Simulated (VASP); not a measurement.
Write the native input for VASP 6.6.1 that does the following.

* Task: single point
* Functional: PBEsol
* Potentials or basis: VASP PAW PBE potentials, release 64 (Sn_d)
* Cutoff: 520 eV
* k mesh: 22 × 22 × 22
* Occupations: gaussian, width 0.15 eV
* Spin: no spin polarisation
* Dipole correction: no
* Further INCAR settings: ALGO = Fast; EDIFF = 1e-06; NBANDS = 13

The structure of Sn lies in POSCAR:

```
Sn
1.0
   -1.8598577576      1.9126500253      2.0151220488
    1.8598577576     -1.9126500253      2.0151220488
    1.8598577576      1.9126500253     -2.0151220488
Sn
1
Direct
    0.0000000000      0.0000000000      0.0000000000
```

This cell differs from its parent crystal: ratio of the length along z to the lengths across it x 0.8, volume and fractional coordinates fixed.

One way to write it, as run:

INCAR

```
ALGO     = Fast           # electronic algorithm
EDIFF    = 1E-6           # SCF threshold, eV
ENCUT    = 520            # plane-wave cutoff, eV
GGA      = PS             # functional
ISIF     = 2              # what is computed and relaxed
ISMEAR   = 0              # smearing method
LASPH    = True           # aspherical terms in the spheres
LCHARG   = False          # write CHGCAR
LREAL    = False          # projectors in reciprocal space
LWAVE    = False          # write WAVECAR
NBANDS   = 13             # bands
NELM     = 80             # most SCF steps
PREC     = Accurate       # precision mode
SIGMA    = 0.15           # smearing width, eV
```

KPOINTS

```
k-points
0
Gamma
  22 22 22
```

Potentials or basis: VASP PAW PBE potentials, release 64 (Sn_d).

Run with:

```bash
$ cat potpaw_PBE.64/Sn_d/POTCAR > POTCAR
$ mpirun -np 1 vasp_std > vasp.out
```

It gave:

| Item | Value |
| --- | --- |
| Pressure | -4.0 GPa |
| Band gap on the k mesh | zero (band 7 reaches 14.56 eV, above the bottom of band 8 at 5.08 eV) |

Caveat: the PAW data sets were made with another functional, which shifts forces and pressure a little; spin-orbit coupling is left out, which moves the levels of the heavy elements.

Wall time 6.6 min on 1 thread of Intel(R) Xeon(R) Platinum 8488C (Sapphire Rapids) (shared host), peak memory 0.6 GiB.
